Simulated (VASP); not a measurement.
Crystal: ZnO.

```
Zn O
1.0
     1.55359   -4.44542    0.00000
     1.55359    4.44542    0.00000
     0.00000    0.00000    3.43140
Zn O
2 2
Direct
  0.38685 0.61315 0.75000
  0.61315 0.38685 0.25000
  0.85650 0.14350 0.25000
  0.14350 0.85650 0.75000
```

```yaml
Program: VASP 6.6.1
Task: relaxation of cell and atoms
Functional: PBEsol
Potentials_or_basis: VASP PAW PBE potentials, release 64 (Zn, O)
Cutoff: 600 eV
k_mesh: 8 × 8 × 6
Occupations: fermi-dirac, width 0.03 eV
Spin: no spin polarisation
```

At the start: pressure -23.1 GPa; volume 11.85 Å³/atom.

Problem. How do energy, volume and symmetry change on relaxing?

Solution. Over 17 steps the energy falls by 364.0 meV/atom and the volume is 10.67 Å³/atom (-9.9 %); space group Cmcm (No. 63, to 0.1 Å) before and after.

The path:
```
step  energy change (eV)  largest force (eV/Å)  pressure (GPa)  volume (Å³)
   1              0.0000                1.6310          -23.14        47.40
   2             -0.9725                1.1491           13.21        36.58
   3             -1.0157                1.0154            4.05        38.07
   4             -1.2254                0.4484            5.12        38.03
   5             -1.2816                0.3401            8.17        37.93
   6             -1.3498                0.5254           -4.30        41.06
   7             -1.3538                0.4880           -2.14        40.42
   8             -1.4063                0.3407           -0.82        40.72
   9             -1.4390                0.1577            1.65        41.10
  10             -1.4399                0.1171            2.31        41.19
  11             -1.4512                0.0828           -1.60        42.75
  12             -1.4516                0.0726           -1.02        42.49
  13             -1.4555                0.0355            0.38        42.57
  14             -1.4557                0.0221            0.14        42.56
  15             -1.4558                0.0156           -0.02        42.64
  16             -1.4558                0.0121           -0.14        42.69
  17             -1.4559                0.0035            0.04        42.69
```

Final structure:
```
CELL_PARAMETERS angstrom
1.43851 -5.05211 0.00000
1.43851 5.05211 0.00000
0.00000 0.00000 2.93704
ATOMIC_POSITIONS crystal
Zn 0.35767 0.64233 0.75000
Zn 0.64233 0.35767 0.25000
O 0.86021 0.13979 0.25000
O 0.13979 0.86021 0.75000
```

Caveat: the PAW data sets were made with another functional, which shifts forces and pressure a little.
